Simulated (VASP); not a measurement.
LiF, 2 atoms in the cell. The structure is cubic, space group Fm-3m (No. 225). Conventional cell: a = 4.228 Å, b = 4.228 Å, c = 4.228 Å, α = 90.00°, β = 90.00°, γ = 90.00°. Li (site symmetry m-3m) has 6 F at 2.11 Å within 2.8 Å. Within 2.8 Å of F (site symmetry m-3m) lie 6 Li at 2.11 Å.  This cell differs from its parent crystal: strain +6.0%.

```yaml
Program: VASP 6.6.1
Task: single point
Functional: HSE06
Potentials_or_basis: VASP PAW PBE potentials, release 64 (Li_sv, F)
Cutoff: 520 eV
k_mesh: 8 × 8 × 8
Occupations: gaussian, width 0.01 eV
Spin: no spin polarisation
Dipole_correction: no
Grid_for_exact_exchange_PRECFOCK: Normal
Further_INCAR_settings: ALGO = Normal; EDIFF = 1e-06; NBANDS = 12
Share_of_exact_exchange: 0.25
Screening_parameter: 0.2079 1/Å
```

Potentials or basis: VASP PAW PBE potentials, release 64 (Li_sv, F).

Launch:

```console
$ cat potpaw_PBE.64/Li_sv/POTCAR potpaw_PBE.64/F/POTCAR > POTCAR
$ cp INCAR.step1 INCAR
$ mpirun -np 1 vasp_std > vasp.out
$ cp INCAR.step2 INCAR
$ mpirun -np 1 vasp_std > vasp.out
```

Hardware: 1 thread of Intel(R) Xeon(R) Platinum 8375C CPU @ 2.90GHz (Ice Lake), with other jobs on the host.

Problem. How long does it take, and how much memory?

Solution. Wall time 23 min on 1 thread of Intel(R) Xeon(R) Platinum 8375C CPU @ 2.90GHz (Ice Lake), on a shared host, peak memory 0.24 GiB. Counts: k points 29.
